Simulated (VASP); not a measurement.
SiC4:

```
Si C
1.0
     2.47071    0.00000    0.00000
    -1.23536    2.13970    0.00000
     0.00000    0.00000   23.92815
Si C
2 8
Direct
  0.33333 0.66667 0.75000
  0.66667 0.33333 0.25000
  0.33333 0.66667 0.92366
  0.33333 0.66667 0.07633
  0.33333 0.66667 0.42367
  0.33333 0.66667 0.57634
  0.66667 0.33333 0.57633
  0.66667 0.33333 0.92367
  0.66667 0.33333 0.07634
  0.66667 0.33333 0.42366
```

| Quantity | Value |
| --- | --- |
| Program | VASP 6.6.1 |
| Task | relaxation of cell and atoms |
| Functional | PBE |
| Potentials or basis | VASP PAW PBE potentials, release 64 (Si, C) |
| Cutoff | 600 eV |
| k mesh | 18 × 18 × 2 |
| Occupations | gaussian, width 0.1 eV |
| Spin | no spin polarisation |

At the start: pressure 0.1 GPa; volume 12.65 Å³/atom.

**Question.** How do energy, volume and symmetry change on relaxing?

**Answer.** Over 17 steps the energy falls by 2.5 meV/atom and the volume is 13.94 Å³/atom (+10.2 %); space group P6_3/mmc (No. 194, to 0.05 Å).

Step by step:
| step | energy change (eV) | largest force (eV/Å) | pressure (GPa) | volume (Å³) |
| --- | --- | --- | --- | --- |
| 1 | 0.0000 | 0.0300 | 0.05 | 126.50 |
| 2 | -0.0014 | 0.0283 | 0.51 | 126.57 |
| 3 | -0.0017 | 0.0280 | 0.82 | 126.62 |
| 4 | -0.0022 | 0.0278 | 0.81 | 126.73 |
| 5 | -0.0037 | 0.0269 | 0.75 | 127.06 |
| 6 | -0.0065 | 0.0255 | 0.65 | 127.71 |
| 7 | -0.0112 | 0.0231 | 0.45 | 129.02 |
| 8 | -0.0178 | 0.0203 | 0.06 | 131.65 |
| 9 | -0.0228 | 0.0197 | -0.62 | 136.94 |
| 10 | -0.0245 | 0.0111 | -0.04 | 137.67 |
| 11 | -0.0246 | 0.0092 | 0.10 | 137.84 |
| 12 | -0.0246 | 0.0088 | 0.12 | 137.88 |
| 13 | -0.0246 | 0.0051 | 0.11 | 138.13 |
| 14 | -0.0248 | 0.0175 | 0.08 | 138.87 |
| 15 | -0.0248 | 0.0230 | 0.07 | 139.19 |
| 16 | -0.0249 | 0.0048 | -0.09 | 139.54 |
| 17 | -0.0249 | 0.0089 | -0.05 | 139.43 |

Final structure:
```
Si C
1.0
     2.47056    0.00000    0.00000
    -1.23528    2.13957    0.00000
     0.00000    0.00000   26.37817
Si C
2 8
Direct
  0.33333 0.66667 0.75000
  0.66667 0.33333 0.25000
  0.33333 0.66667 0.92131
  0.33333 0.66667 0.07868
  0.33333 0.66667 0.42132
  0.33333 0.66667 0.57869
  0.66667 0.33333 0.57868
  0.66667 0.33333 0.92132
  0.66667 0.33333 0.07869
  0.66667 0.33333 0.42131
```
